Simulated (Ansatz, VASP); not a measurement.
# One calculation of H5CN, two programs

The input INCAR:

```
  ALGO = Normal
  DIPOL = 0.5 0.5 0.658
  EDIFF = 1E-6
  ENCUT = 520
  GGA = PE
  IDIPOL = 3
  ISIF = 2
  ISMEAR = 0
  IVDW = 12
  LASPH = T
  LCHARG = F
  LDIPOL = T
  LREAL = F
  LWAVE = F
  NBANDS = 16
  NELM = 60
  PREC = Accurate
  SIGMA = 0.1
```

Contents of KPOINTS:

```
k-points
0
Gamma
  3 3 1
```

The input POSCAR:

```
H5CN
1.0
    7.0632143068      0.0000000000      0.0000000000
   -2.3544047689      6.6592623111      0.0000000000
    0.0000000000      0.0000000000     25.9815903319
C N H
1 1 5
Direct
    1.3587479814      0.6985266687      0.6667541200
    1.1928923790      0.7007272965      0.6325622543
    1.4822618833      0.8420992451      0.6630862562
    1.4165803412      0.5796758145      0.6539966505
    1.3168565676      0.6736554850      0.7077081369
    1.1349033347      0.8089800909      0.6440489507
    1.0765025923      0.5671780683      0.6350709909
```

Input for Ansatz:

```yaml
crystal:
  lattice:
    - [7.0632143068, 0.0, 0.0]
    - [-2.3544047689, 6.6592623111, 0.0]
    - [0.0, 0.0, 25.9815903319]
  atoms:
    - { symbol: C, position: [1.3587479814, 0.6985266687, 0.66675412] }
    - { symbol: "N", position: [1.192892379, 0.7007272965, 0.6325622543] }
    - { symbol: H, position: [1.4822618833, 0.8420992451, 0.6630862562] }
    - { symbol: H, position: [1.4165803412, 0.5796758145, 0.6539966505] }
    - { symbol: H, position: [1.3168565676, 0.673655485, 0.7077081369] }
    - { symbol: H, position: [1.1349033347, 0.8089800909, 0.6440489507] }
    - { symbol: H, position: [1.0765025923, 0.5671780683, 0.6350709909] }
basis:
  ecutwfc: 420
kpoints:
  mp_grid: { grid: [3, 3, 1] }
hamiltonian:
  xc: pbe
  dispersion: d3bj
scf:
  occupations: { method: gaussian, width: 0.1 }
output:
  forces: true
  eigenvalues: true
  write_density: true
  volumetric_format: npy
efield:
  axis: 3
  dipole_correction: true
  ramp_width: 0.04
```

Alike in both runs: task single point; functional PBE; dispersion D3(BJ); k mesh 3 × 3 × 1; occupations gaussian, width 0.1 eV; no spin polarisation.

|  | VASP | Ansatz |
| --- | --- | --- |
| version | VASP 6.6.1 | Ansatz 0.2.0 |
| potentials or method | VASP PAW PBE potentials, release 64 (C, N, H), cutoff 520 eV | scalar-relativistic, plane waves, PAW |
| valence electrons in the cell | 14 | 14 |

```csv
,VASP,Ansatz,Ansatz less VASP
gap on the k mesh at the Fermi level (eV),4.16,4.17,+0.012
rms of the force components (eV/Å),0.108,0.107,-0.0011
```

Atom by atom the forces differ by 0.017 eV/Å (rms over components).
